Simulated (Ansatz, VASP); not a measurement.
# One calculation of TaTe, two programs

Contents of INCAR:

```
ALGO = Normal
EDIFF = 1E-7
ENCUT = 520
GGA = PE
ISIF = 2
ISMEAR = -1
LASPH = True
LCHARG = False
LREAL = False
LWAVE = False
NBANDS = 16
NELM = 60
PREC = Accurate
SIGMA = 0.05
```

File KPOINTS:

```
k-points
0
Gamma
  8 8 8
```

File POSCAR:

```
TaTe
1.0
    3.4871676178      0.0000000000      0.0000000000
    0.0000000000      3.4871676178      0.0000000000
    0.0000000000      0.0000000000      3.4871676178
Ta Te
1 1
Direct
    0.5000000000      0.5000000000      0.5000000000
    0.0000000000      0.0000000000      0.0000000000
```

input.yaml

```yaml
crystal:
  lattice:
    - [3.4871676178, 0.0, 0.0]
    - [0.0, 3.4871676178, 0.0]
    - [0.0, 0.0, 3.4871676178]
  atoms:
    - { symbol: Ta, position: [0.5, 0.5, 0.5] }
    - { symbol: Te, position: [0.0, 0.0, 0.0] }
hamiltonian:
  xc: pbe
  pseudopotentials: { kind: paw, azcp: { folder: soft_1 } }
kpoints:
  mp_grid: { grid: [8, 8, 8] }
scf:
  occupations: { method: fermi_dirac, width: 0.05 }
output:
  forces: true
  stress: true
  eigenvalues: true
```

Alike in both runs: task single point; functional PBE; k mesh 8 × 8 × 8; occupations fermi-dirac, width 0.05 eV; no spin polarisation.

|  | VASP | Ansatz |
| --- | --- | --- |
| version | VASP 6.6.1 | Ansatz 0.2.0 |
| potentials or method | VASP PAW PBE potentials, release 64 (Ta_pv, Te) | Ansatz PAW soft_1 |
| plane-wave cutoff (eV) | 520 | 420 |
| valence electrons in the cell | 17 | 29 |

|  | VASP | Ansatz | Ansatz less VASP |
| --- | --- | --- | --- |
| gap on the k mesh at the Fermi level (eV) | none | none | - |
| pressure (GPa) | -7.3 | -7.2 | +0.02 |

A gap of «none» marks a metal or a gap that the smearing closes. VASP's potentials hold 17 valence electrons a cell and Ansatz's 29, so a difference there can come from the potentials and not from the codes.

Spin-orbit coupling is off throughout.
